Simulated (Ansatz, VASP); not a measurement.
# SrO: VASP beside Ansatz

```
CELL_PARAMETERS angstrom
4.27003 0.00000 0.00000
-2.13502 3.69796 0.00000
0.00000 0.00000 5.14445
ATOMIC_POSITIONS crystal
Sr 0.33333 0.66667 0.93750
Sr 0.66667 0.33333 0.43750
O 0.33333 0.66667 0.43750
O 0.66667 0.33333 0.93750
```

Alike in both runs: task single point; functional PBEsol; k mesh 6 × 6 × 4; no spin polarisation.

|  | VASP | Ansatz |
| --- | --- | --- |
| version | VASP 6.6.1 | Ansatz 0.2.0 |
| potentials or method | VASP PAW PBE potentials, release 64 (Sr_sv, O) | plane waves, PAW |
| plane-wave cutoff (eV) | 520 | 420 |
| occupations | gaussian, width 0.01 eV | fixed |
| valence electrons in the cell | 32 | 32 |

VASP gave:

| Property | Result |
| --- | --- |
| gap on the k mesh at the Fermi level (eV) | 2.51 |
| pressure (GPa) | -1.2 |

Task: Which values does Ansatz return?

Result: gap on the k mesh at the Fermi level (eV): 2.53; pressure (GPa): -1.7.

VASP's potentials were made for PBE, not for PBEsol.
